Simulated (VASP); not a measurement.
## La2O3: single point with PBE

Crystal: La2O3.

```
CELL_PARAMETERS angstrom
3.94041 0.00000 0.00000
-1.97021 3.41250 0.00000
0.00000 0.00000 6.18752
ATOMIC_POSITIONS crystal
La 0.66667 0.33333 0.75263
La 0.33333 0.66667 0.24737
O 0.66667 0.33333 0.35470
O 0.33333 0.66667 0.64530
O 0.00000 0.00000 0.00000
```

* Program: VASP 6.6.1
* Task: single point
* Functional: PBE
* Potentials or basis: VASP PAW PBE potentials, release 64 (La, O)
* Cutoff: 520 eV
* k mesh: 6 × 6 × 4
* Occupations: gaussian, width 0.02 eV
* Spin: no spin polarisation

```json
{"Pressure": "-0.3 GPa", "Largest force": "0.013 eV/Å", "Band gap on the k mesh": "3.85 eV (least direct gap 3.98 eV)"}
```

Forces on the atoms (eV/Å):
```
La   0.000  0.000 -0.013
La   0.000  0.000  0.013
O    0.000  0.000 -0.005
O    0.000  0.000  0.005
O    0.000  0.000  0.000
```

Levels at points of the mesh, in eV from the valence-band top:
```csv
k point,band 17,band 18,band 19,band 20,band 21,band 22,band 23,band 24
"(0.00, 0.00, 0.00)",-1.61,-0.34,-0.34,-0.08,4.26,4.62,4.62,5.07
"(0.50, 0.00, 0.00)",-0.71,-0.64,-0.40,-0.28,3.85,4.68,5.10,5.16
"(0.00, 0.00, 0.50)",-0.97,-0.75,-0.26,-0.26,4.65,4.73,4.73,4.88
"(0.50, 0.00, 0.50)",-0.94,-0.67,-0.35,0.00,4.37,4.59,5.01,5.14
```

Run time: 2.5 min on 1 thread of Intel Xeon 8259CL (shared host), peak memory 0.23 GiB.

Caveat: spin-orbit coupling is left out, which moves the levels of the heavy elements. A k mesh can miss the band edges.
